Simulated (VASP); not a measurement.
# Ga4AsP3 in VASP: a series of runs

Runs on Ga4AsP3. Level: PBE. Tasks: single point, relaxation of cell and atoms.

Program: VASP 6.6.1. These are calculated values, not measurements. Logs are shortened: lines on timing, memory, paths and dates and some standing lists are left out, and cuts for length are marked.

### 1 The cell of the first run

Symmetry: Amm2, No. 38, orthorhombic system. Conventional cell: a = 3.934 Å, b = 7.870 Å, c = 11.128 Å, α = 90.00°, β = 90.00°, γ = 90.00°. Ga (site symmetry mm2) has 2 P at 2.38 Å and 2 As at 2.44 Å within 3.1 Å. Within 3.2 Å of Ga (site symmetry m) lie 3 P at 2.39 to 2.40 Å and 1 As at 2.46 Å. Within 3.2 Å of Ga (site symmetry mm2) lie 4 P at 2.41 Å. P (site symmetry m) has 4 Ga at 2.38 to 2.41 Å within 3.1 Å. Within 3.2 Å of P (site symmetry mm2) lie 4 Ga at 2.39 to 2.41 Å. Within 3.2 Å of As (site symmetry mm2) lie 4 Ga at 2.44 to 2.46 Å.

### 2 Single point, PBE

File INCAR:

```
SYSTEM = Ga4AsP3
PREC = Accurate ; ENCUT = 520
EDIFF = 1E-6 ; ISMEAR = 0
SIGMA = 0.1 ; LREAL = .False.
LASPH = .True. ; NELM = 60
ALGO = Normal ; ISIF = 2
LWAVE = .False. ; LCHARG = .False.
GGA = PE ; NBANDS = 46
```

File KPOINTS:

```
regular mesh
0
Gamma
  4 4 4
  0 0 0
```

File POSCAR:

```
Ga4AsP3
1.0
    3.9342940000      0.0000000000      0.0000000000
    0.0000000000      3.9349580000      5.5642020000
    0.0000000000     -3.9349580000      5.5642020000
Ga P As
4 3 1
Direct
    0.0000000000      0.9950690000      0.9950690000
    0.5000000000      0.5072610000      0.9971260000
    0.5000000000      0.9971260000      0.5072610000
    0.0000000000      0.5002930000      0.5002930000
    0.0000000000      0.6248730000      0.1251410000
    0.0000000000      0.1251410000      0.6248730000
    0.5000000000      0.6250480000      0.6250480000
    0.5000000000      0.1251890000      0.1251890000
```

Potentials or basis: VASP PAW PBE potentials, release 64 (Ga_d, P, As).

Run with:

```
$ cat potpaw_PBE.64/Ga_d/POTCAR potpaw_PBE.64/P/POTCAR potpaw_PBE.64/As/POTCAR > POTCAR
$ mpirun -np 1 vasp_std > vasp.out
```

OUTCAR:

```text
SYSTEM = Ga4AsP3
   PREC = Accurate
   ENCUT = 520
   EDIFF = 1E-6
   ISMEAR = 0
   LREAL = .False.
   LASPH = .True.
   NELM = 60
   ISIF = 2
   GGA = PE

 ion  position               nearest neighbor table
   1  0.000  0.995  0.995-   5 2.38   6 2.38   8 2.44   8 2.44
   2  0.500  0.507  0.997-   7 2.39   5 2.40   5 2.40   8 2.46
   3  0.500  0.997  0.507-   7 2.39   6 2.40   6 2.40   8 2.46
   4  0.000  0.500  0.500-   7 2.41   7 2.41   5 2.41   6 2.41
   5  0.000  0.625  0.125-   1 2.38   2 2.40   2 2.40   4 2.41
   6  0.000  0.125  0.625-   1 2.38   3 2.40   3 2.40   4 2.41
   7  0.500  0.625  0.625-   2 2.39   3 2.39   4 2.41   4 2.41
   8  0.500  0.125  0.125-   1 2.44   1 2.44   3 2.46   2 2.46

  LATTYP: Found a base centered orthorhombic cell.
 ALAT       =     7.8699160000
 B/A-ratio  =     1.4140435552
 C/A-ratio  =     0.4999156281

  Lattice vectors:

 A1 = (   0.0000000000,   3.9349580000,  -5.5642020000)
 A2 = (   0.0000000000,   3.9349580000,   5.5642020000)
 A3 = (   3.9342940000,   0.0000000000,   0.0000000000)

Analysis of symmetry for initial positions (statically):
=====================================================================
 Subroutine PRICEL returns:
 Original cell was already a primitive cell.

 Routine SETGRP: Setting up the symmetry group for a
 base centered orthorhombic supercell.

 Subroutine GETGRP returns: Found  4 space group operations
 (whereof  4 operations were pure point group operations)
 out of a pool of  8 trial point group operations.

The static configuration has the point symmetry C_2v.

Analysis of symmetry for dynamics (positions and initial velocities):
=====================================================================
 Subroutine PRICEL returns:
 Original cell was already a primitive cell.

 Routine SETGRP: Setting up the symmetry group for a
 base centered orthorhombic supercell.

 Subroutine GETGRP returns: Found  4 space group operations
 (whereof  4 operations were pure point group operations)
 out of a pool of  8 trial point group operations.

The dynamic configuration has the point symmetry C_2v.

 Subroutine INISYM returns: Found  4 space group operations
 (whereof  4 operations are pure point group operations),
 and found     1 'primitive' translations

----------------------------------------------------------------------------------------

                                     Primitive cell

  volume of cell :     172.2820

  direct lattice vectors                    reciprocal lattice vectors
     3.934294000  0.000000000  0.000000000     0.254175209  0.000000000  0.000000000
     0.000000000  3.934958000  5.564202000     0.000000000  0.127066159  0.089860145
     0.000000000 -3.934958000  5.564202000     0.000000000 -0.127066159  0.089860145

  length of vectors
     3.934294000  6.815000980  6.815000980     0.254175209  0.155629864  0.155629864

  position of ions in fractional coordinates (direct lattice)
     0.000000000  0.995069000  0.995069000
     0.500000000  0.507261000  0.997126000
     0.500000000  0.997126000  0.507261000
     0.000000000  0.500293000  0.500293000
     0.000000000  0.624873000  0.125141000
     0.000000000  0.125141000  0.624873000
     0.500000000  0.625048000  0.625048000
     0.500000000  0.125189000  0.125189000

  ion indices of the primitive-cell ions
   primitive index   ion index
                 1           1
                 2           2
                 3           3
                 4           4
                 5           5
                 6           6
                 7           7
                 8           8

----------------------------------------------------------------------------------------

 KPOINTS: regular mesh

Automatic generation of k-mesh.
 Grid dimensions read from file:
 generate k-points for:    4    4    4

 Generating k-lattice:

  Cartesian coordinates                     Fractional coordinates (reciprocal lattice)
     0.063543802  0.000000000  0.000000000     0.250000000  0.000000000  0.000000000
     0.000000000  0.031766540  0.022465036     0.000000000  0.250000000  0.000000000
     0.000000000 -0.031766540  0.022465036     0.000000000  0.000000000  0.250000000

  Length of vectors
     0.063543802  0.038907466  0.038907466

  Shift w.r.t. Gamma in fractional coordinates (k-lattice)
     0.000000000  0.000000000  0.000000000

 Subroutine IBZKPT returns following result:
 ===========================================

 Found     21 irreducible k-points:

 Following reciprocal coordinates:
            Coordinates               Weight
  0.000000  0.000000  0.000000      1.000000
  0.250000  0.000000  0.000000      2.000000
  0.500000  0.000000  0.000000      1.000000
  0.000000  0.250000 -0.000000      4.000000
  0.250000  0.250000 -0.000000      8.000000
  0.500000  0.250000 -0.000000      4.000000
[... 13 lines left out ...]
  0.250000  0.500000  0.500000      2.000000
  0.500000  0.500000  0.500000      1.000000
   k-points           NKPTS =     21   k-points in BZ     NKDIM =     21   number of bands    NBANDS=     46
   number of dos      NEDOS =    301   number of ions     NIONS =      8
   total plane-waves  NPLWV =  87480
   dimension x,y,z NGX =    30 NGY =   54 NGZ =   54
   dimension x,y,z NGXF=    60 NGYF=  108 NGZF=  108
   ions per type =               4   3   1
   NGX,Y,Z   is equivalent  to a cutoff of  12.68, 13.17, 13.17 a.u.
   NGXF,Y,Z  is equivalent  to a cutoff of  25.35, 26.35, 26.35 a.u.
 SYSTEM =  Ga4AsP3
   PREC   = accura    normal or accurate (medium, high low for compatibility)
   ISTART =      0    job   : 0-new  1-cont  2-samecut
   ICHARG =      2    charge: 1-file 2-atom 10-const
   ISPIN  =      1    spin polarized calculation?
   LNONCOLLINEAR =      F non collinear calculations
   LSORBIT =      F    spin-orbit coupling
   LASPH  =      T    aspherical Exc in radial PAW
   ENCUT  =  520.0 eV  38.22 Ry    6.18 a.u.   7.32 12.67 12.67*2*pi/ulx,y,z
   NELM   =     60;   NELMIN=  2; NELMDL= -5     # of ELM steps
   EDIFF  = 0.1E-05   stopping-criterion for ELM
   LREAL  =      F    real-space projection
   EDIFFG = 0.1E-04   stopping-criterion for IOM
   NSW    =      0    number of steps for IOM
   IBRION =     -1    ionic relax: 0-MD 1-quasi-New 2-CG
   NFREE  =      0    steps in history (QN), initial steepest desc. (CG)
   ISIF   =      2    stress and relaxation
   ISYM   =      2    0-nonsym 1-usesym 2-fastsym
   POTIM  = 0.5000    time-step for ionic-motion
   TEBEG  =    0.0;   TEEND  =   0.0 temperature during run
   PSTRESS=    0.0 pullay stress
   NELECT =      72.0000    total number of electrons
   NUPDOWN=      -1.0000    fix difference up-down
   EMIN   =  10.00;   EMAX   =-10.00  energy-range for DOS
   EFERMI =   0.00;   METHOD = LEGACY
   ISMEAR =     0;   SIGMA  =   0.10  broadening in eV -4-tet -1-fermi 0-gaus
   EFERMI_NEDOS =   21; number of points for ismear=-14 and -15
   IALGO  =     38    algorithm
   IMIX   =      4    mixing-type and parameters
     AMIX     =   0.40;   BMIX     =  1.00
     AMIX_MAG =   1.60;   BMIX_MAG =  1.00
  volume/ion in A,a.u.               =      21.54       145.33
  Fermi-wavevector in a.u.,A,eV,Ry     =   1.223975  2.312977 20.383075  1.498114
  Thomas-Fermi vector in A             =   2.359066
   LORBIT       =      0    0 simple, 1 ext, 2 COOP (PROOUT), +10 PAW based schemes
   GGA     = PE    functional components
   LHFCALC =     F    Hartree Fock is set to
   AEXX    =    0.0000 exact exchange contribution
   IVDW    =     0    specifies the selected vdW correction
   LEPSILON=     F    determine dielectric tensor
   LRPA    =     F    only Hartree local field effects (RPA)
 non-spin polarized calculation
 Gauss-broadening in eV      SIGMA  =   0.10
  energy-cutoff  :      520.00
  volume of cell :      172.28
 maximum number of plane-waves:      4713
 NGX is ok and might be reduce to    30
   NGX = 15   NGY = 25   NGZ = 25

 number of electron      71.9999976 magnetization

 Free energy of the ion-electron system (eV)
  ---------------------------------------------------
  ext. energy  EPLUGINS =         0.00000000
  ---------------------------------------------------
  free energy    TOTEN  =       -35.48729306 eV

  energy without entropy =      -35.48729306  energy(sigma->0) =      -35.48729306

 E-fermi :   4.6852     XC(G=0):  -9.6132

 val. band max:        4.2110312185   @ k =   0.0000   0.0000   0.0000
 cond. band min:       5.3051871500   @ k =   0.0000   0.0000   0.0000
 fundamental gap:      1.0941559316
 Fermi energy:         4.6851812268

 k-point     1 :       0.0000    0.0000    0.0000
  band No.  band energies     occupation
      1     -10.5721      2.00000
      2     -10.5439      2.00000
      3     -10.5103      2.00000
      4     -10.4968      2.00000
      5     -10.4653      2.00000
      6     -10.4459      2.00000
[... 38 lines left out ...]
     45       8.7380      0.00000
     46       8.8144      0.00000

 k-point     2 :       0.2500    0.0000    0.0000
  band No.  band energies     occupation
      1     -10.5651      2.00000
      2     -10.5453      2.00000
      3     -10.5226      2.00000
      4     -10.4917      2.00000
      5     -10.4541      2.00000
      6     -10.4491      2.00000
[... 38 lines left out ...]
     45       8.7628      0.00000
     46       9.5972      0.00000

 k-point     3 :       0.5000    0.0000    0.0000
  band No.  band energies     occupation
      1     -10.5689      2.00000
      2     -10.5487      2.00000
      3     -10.5239      2.00000
      4     -10.4943      2.00000
      5     -10.4521      2.00000
      6     -10.4511      2.00000
[... 871 lines left out ...]
     45       9.7175      0.00000
     46       9.7796      0.00000

 k-point    21 :       0.5000    0.5000    0.5000
  band No.  band energies     occupation
      1     -10.5802      2.00000
      2     -10.5618      2.00000
      3     -10.5252      2.00000
      4     -10.5011      2.00000
      5     -10.4587      2.00000
      6     -10.4518      2.00000
[... 38 lines left out ...]
     45       8.8783      0.00000
     46       8.9432      0.00000

------------------------ aborting loop because EDIFF is reached ----------------------------------------

  FORCE on cell =-STRESS in cart. coord.  units (eV):
  Direction    XX          YY          ZZ          XY          YZ          ZX
  --------------------------------------------------------------------------------------
  -------------------------------------------------------------------------------------
  Total        0.6299742     -0.0548244     -0.1931878      0.0000000      0.0000000      0.0000000
  in kB        5.8585960     -0.5098531     -1.7965964      0.0000000      0.0000000      0.0000000
  external PRESSURE =       1.1840488 kB  Pullay stress =       0.0000000 kB

 VOLUME and BASIS-vectors are now :
 -----------------------------------------------------------------------------
  energy-cutoff  :      520.00
  volume of cell :      172.28
      direct lattice vectors                 reciprocal lattice vectors
     3.934294000  0.000000000  0.000000000     0.254175209  0.000000000  0.000000000
     0.000000000  3.934958000  5.564202000     0.000000000  0.127066159  0.089860145
     0.000000000 -3.934958000  5.564202000     0.000000000 -0.127066159  0.089860145

 POSITION                                       TOTAL-FORCE (eV/Angst)
 -----------------------------------------------------------------------------------
      0.00000      0.00000     11.07353         0.000000     -0.000000     -0.014280
      1.96715     -1.92760      8.37071         0.000000      0.006578      0.008754
      1.96715      1.92760      8.37071         0.000000     -0.006578      0.008754
      0.00000      0.00000      5.56746         0.000000     -0.000000      0.003985
      0.00000      1.96642      4.17323         0.000000      0.003499     -0.002448
      0.00000     -1.96642      4.17323         0.000000     -0.003499     -0.002448
      1.96715      0.00000      6.95579         0.000000     -0.000000     -0.002273
      1.96715      0.00000      1.39315         0.000000     -0.000000     -0.000043
 -----------------------------------------------------------------------------------
    total drift:                                0.000000      0.000000      0.001643

  FREE ENERGIE OF THE ION-ELECTRON SYSTEM (eV)
  ---------------------------------------------------
  free  energy   TOTEN  =       -35.4872930573 eV

  energy  without entropy=      -35.4872930573  energy(sigma->0) =      -35.48729306
```

Run time: 85 s. Hardware: 1 thread of Intel Xeon 6975P-C (Granite Rapids), shared host; peak memory 0.36 GiB.

What came out:

| Property | Result |
| --- | --- |
| Free energy | -35.4873 eV |
| Pressure | 0.1 GPa |
| Largest force | 0.014 eV/Å |
| Band gap on the k mesh | 1.09 eV, direct |

Forces on the atoms (eV/Å):
```
Ga   0.000  0.000 -0.014
Ga   0.000  0.007  0.009
Ga   0.000 -0.007  0.009
Ga   0.000  0.000  0.004
P    0.000  0.003 -0.002
P    0.000 -0.003 -0.002
P    0.000  0.000 -0.002
As   0.000  0.000  0.000
```

Levels at points of the mesh, in eV from the valence-band top:
```csv
k point,band 34,band 35,band 36,band 37,band 38,band 39
"(0.00, 0.00, 0.00)",-0.06,-0.05,0.00,1.09,1.32,1.32
"(0.50, 0.00, 0.00)",-3.21,-1.38,-1.09,2.78,3.03,4.52
"(0.00, 0.50, 0.00)",-0.86,-0.56,-0.49,1.65,1.87,2.21
"(0.50, 0.50, 0.00)",-2.12,-1.99,-1.81,2.18,2.21,2.36
"(0.00, 0.50, 0.50)",-1.55,-1.37,-0.96,1.96,2.14,2.78
"(0.50, 0.50, 0.50)",-1.16,-1.11,-0.99,1.28,1.30,1.46
```

### 3 Relaxation of cell and atoms, PBE

File INCAR:

```
SYSTEM = Ga4AsP3
ALGO = Normal
EDIFF = 1E-6
EDIFFG = -0.025
ENCUT = 600
GGA = PE
IBRION = 2
ISIF = 3
ISMEAR = 0
LASPH = .True.
LCHARG = .False.
LREAL = .False.
LWAVE = .False.
NELM = 80
NSW = 80
PREC = Accurate
SIGMA = 0.1
```

File KPOINTS:

```
k-points
0
Gamma
  4 2 2
  0 0 0
```

File POSCAR:

```
Ga4AsP3
1.0
   -3.9363322530     -0.0040545757     -0.0024243103
    0.0074839190      3.9718068286      5.5338442687
    0.0006266011      3.9401678737     -5.5114694594
Ga P As
4 3 1
Direct
   -0.0081909662      1.0028713812      0.0035320775
    0.5260814774      0.5135443453      0.0050498708
    0.4901150977      0.9916215798      0.4815977623
    0.0186736145      0.4918798480      0.5066534366
   -0.0217434222      0.6211621457      0.8830213508
   -0.0069963789      0.1321001187      0.3724636849
    0.5030956515      0.6217751460      0.3655991715
    0.4989649262      0.1250454353      0.8820826458
```

Potentials or basis: VASP PAW PBE potentials, release 64 (Ga_d, P, As).

Run with:

```
$ cat potpaw_PBE.64/Ga_d/POTCAR potpaw_PBE.64/P/POTCAR potpaw_PBE.64/As/POTCAR > POTCAR
$ mpirun -np 1 vasp_std > vasp.out
```

Run time: 7.1 min. Hardware: 1 thread of Intel Xeon 6975P-C (Granite Rapids), shared host; peak memory 0.36 GiB.

It converged, with:

| Item | Value |
| --- | --- |
| Free energy | -35.3170 eV |
| Relaxed volume | 21.55 Å³/atom |
| Relaxed cell | a = 3.952 Å, b = 6.787 Å, c = 6.788 Å, α = 108.79°, β = 89.95°, γ = 90.02° |
| Space group after relaxing (to 0.05 Å) | Amm2 (No. 38) |
| Energy gained by relaxing | 53.1 meV/atom |
| Ionic steps | 15 |
| Pressure after relaxing | -0.1 GPa |
| Largest force after relaxing | 0.024 eV/Å |
| Band gap on the k mesh | 1.08 eV, direct |

Forces in eV/Å, atoms in the order of the input:
```
Ga  -0.015  0.003 -0.001
Ga   0.000 -0.010  0.002
Ga  -0.004  0.002 -0.007
Ga  -0.007  0.000  0.004
P    0.023  0.005  0.005
P    0.008  0.007  0.000
P    0.002  0.004  0.001
As  -0.006 -0.010 -0.004
```

The path:
| step | energy change (eV) | largest force (eV/Å) | pressure (GPa) | volume (Å³) |
| --- | --- | --- | --- | --- |
| 1 | 0.0000 | 2.5572 | 0.95 | 172.00 |
| 2 | -0.3649 | 0.4257 | -1.07 | 175.16 |
| 3 | -0.3677 | 0.4752 | -0.96 | 174.87 |
| 4 | -0.4163 | 0.1376 | 0.12 | 171.93 |
| 5 | -0.4163 | 0.1379 | 0.13 | 171.93 |
| 6 | -0.4197 | 0.0888 | -0.02 | 172.27 |
| 7 | -0.4201 | 0.0753 | -0.10 | 172.42 |
| 8 | -0.4211 | 0.0558 | 0.04 | 172.14 |
| 9 | -0.4213 | 0.0702 | 0.12 | 171.97 |
| 10 | -0.4221 | 0.0635 | 0.06 | 172.07 |
| 11 | -0.4231 | 0.0589 | -0.01 | 172.24 |
| 12 | -0.4237 | 0.0672 | -0.14 | 172.56 |
| 13 | -0.4244 | 0.0426 | -0.03 | 172.34 |
| 14 | -0.4246 | 0.0377 | 0.07 | 172.23 |
| 15 | -0.4248 | 0.0236 | -0.07 | 172.38 |

Final structure:
```
Ga P As
1.0
    -3.95218    0.00097   -0.00139
     0.00088    3.95167    5.51824
    -0.00293    3.95215   -5.51878
Ga P As
4 3 1
Direct
  0.99760 0.99478 0.00450
  0.50195 0.50762 0.00385
  0.49976 0.99694 0.49265
  0.00012 0.49962 0.50015
  0.00217 0.62498 0.87488
  0.99996 0.12488 0.37430
  0.50045 0.62513 0.37533
  0.49799 0.12603 0.87435
```

Levels at points of the mesh, in eV from the valence-band top:
| k point | band 33 | band 34 | band 35 | band 36 | band 37 | band 38 | band 39 | band 40 |
| --- | --- | --- | --- | --- | --- | --- | --- | --- |
| (0.00, 0.00, 0.00) | -1.08 | -0.09 | -0.02 | 0.00 | 1.08 | 1.31 | 1.31 | 1.54 |
| (0.50, 0.00, 0.00) | -3.24 | -3.18 | -1.44 | -1.15 | 2.70 | 2.95 | 4.59 | 4.61 |
| (0.00, 0.50, 0.00) | -0.90 | -0.84 | -0.53 | -0.52 | 1.64 | 1.86 | 2.15 | 2.40 |
| (0.50, 0.50, 0.00) | -2.13 | -2.09 | -1.96 | -1.77 | 2.20 | 2.24 | 2.39 | 2.53 |
| (0.00, 0.00, 0.50) | -0.90 | -0.84 | -0.53 | -0.52 | 1.65 | 1.86 | 2.15 | 2.39 |
| (0.50, 0.00, 0.50) | -2.13 | -2.09 | -1.96 | -1.77 | 2.20 | 2.24 | 2.39 | 2.54 |
| (0.00, 0.50, 0.50) | -1.71 | -1.59 | -1.42 | -1.00 | 1.89 | 2.07 | 2.72 | 2.93 |
| (0.50, 0.50, 0.50) | -1.37 | -1.10 | -1.05 | -1.04 | 1.26 | 1.30 | 1.48 | 1.74 |

Caveat: the k points lie up to 0.49 Å⁻¹ apart in the final cell. A k mesh can miss the band edges.

[end of part 1 of 2]
